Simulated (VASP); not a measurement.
PtSe2 (Sudovikovite):

```
Pt Se
1.0
     3.79704    0.00000    0.00000
    -1.89852    3.28833    0.00000
     0.00000    0.00000    5.16128
Pt Se
1 2
Cartesian
  0.0000 0.0000 0.0000
  1.8985 1.0961 3.8710
  0.0000 2.1922 1.2903
```

Base run:

```yaml
Program: VASP 6.6.1
Functional: PBE
Dispersion: D3(BJ)
Potentials_or_basis: VASP PAW PBE potentials, release 64 (Pt, Se)
Cutoff: 520 eV
k_mesh: 8 × 8 × 5
Occupations: fermi-dirac, width 0.05 eV
Spin: no spin polarisation
```

Its results: band gap on the k mesh zero (band 11 reaches 6.13 eV, above the bottom of band 12 at 5.85 eV); pressure -3.6 GPa; largest force 0.058 eV/Å.

Problem. The run is repeated on the same cell with these changes: functional from PBE to RPBE; further incar settings from ALGO = Normal; EDIFF = 1e-06; NBANDS = 18 to ALGO = Normal; EDIFF = 1e-07; NBANDS = 18. What comes out?

Solution. Band gap on the k mesh zero (band 11 reaches 6.23 eV, above the bottom of band 12 at 5.98 eV); pressure -15.6 GPa; largest force 0.441 eV/Å.

Caveats: spin-orbit coupling is left out, which moves the levels of the heavy elements; pairwise dispersion overbinds metals, which lowers pressure and volume; the PAW data sets were made with another functional, which shifts forces and pressure a little (some runs).
